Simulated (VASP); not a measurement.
A run of VASP 6.6.1 is set up as follows.

File POSCAR:

```
SrLi2SnS4
1.0
   -3.2739646598      3.2739646598      3.9324152901
    3.2739646598     -3.2739646598      3.9324152901
    3.2739646598      3.2739646598     -3.9324152901
Li Sr Sn S
2 1 1 4
Direct
    0.2500000000      0.7500000000      0.5000000000
    0.7500000000      0.2500000000      0.5000000000
    0.5000000000      0.5000000000      0.0000000000
    0.0000000000      0.0000000000      0.0000000000
    0.0368209321      0.0368209321      0.4152325976
    0.9631790679      0.3784116655      0.0000000000
    0.6215883345      0.6215883345      0.5847674024
    0.3784116655      0.9631790679      0.0000000000
```

Contents of INCAR.step1:

```
SYSTEM = SrLi2SnS4
PREC = Accurate ; ENCUT = 520
ISMEAR = 0 ; SIGMA = 0.01
LREAL = .FALSE. ; LASPH = .TRUE.
NELM = 60 ; NBANDS = 37
GGA = PE ; ALGO = Normal
EDIFF = 1E-4 ; LWAVE = .TRUE.
LCHARG = .FALSE.
```

Contents of INCAR.step2:

```
SYSTEM = SrLi2SnS4
PREC = Accurate ; ENCUT = 520
EDIFF = 1E-6 ; ISMEAR = 0
SIGMA = 0.01 ; LREAL = .FALSE.
LASPH = .TRUE. ; NELM = 60
ALGO = Normal ; ISIF = 2
LWAVE = .FALSE. ; LCHARG = .FALSE.
METAGGA = R2SCAN ; LMIXTAU = .TRUE.
NBANDS = 37 ; ISTART = 1
```

The input KPOINTS:

```
Automatic mesh
0
G
  4 4 4
  0 0 0
```

Potentials or basis: VASP PAW PBE potentials, release 64 (Li_sv, Sr_sv, Sn_d, S).

Command:

```sh
$ cat potpaw_PBE.64/Li_sv/POTCAR potpaw_PBE.64/Sr_sv/POTCAR potpaw_PBE.64/Sn_d/POTCAR potpaw_PBE.64/S/POTCAR > POTCAR
$ cp INCAR.step1 INCAR
$ mpirun -np 1 vasp_std > vasp.out
$ cp INCAR.step2 INCAR
$ mpirun -np 1 vasp_std > vasp.out
```

**Question.** What does it give for the largest force?

**Answer.** 0.477 eV/Å.

**Question.** Estimate the band gap on the k mesh.

**Answer.** 3.18 eV.

Forces on the atoms (eV/Å):
```
Li   0.000  0.000  0.000
Li   0.000  0.000  0.000
Sr   0.000  0.000  0.000
Sn   0.000  0.000  0.000
S    0.278  0.278 -0.270
S    0.278 -0.278  0.270
S   -0.278 -0.278 -0.270
S   -0.278  0.278  0.270
```

Caveat: the PAW data sets were made with another functional, which shifts forces and pressure a little; spin-orbit coupling is left out, which moves the levels of the heavy elements. A k mesh can miss the band edges.
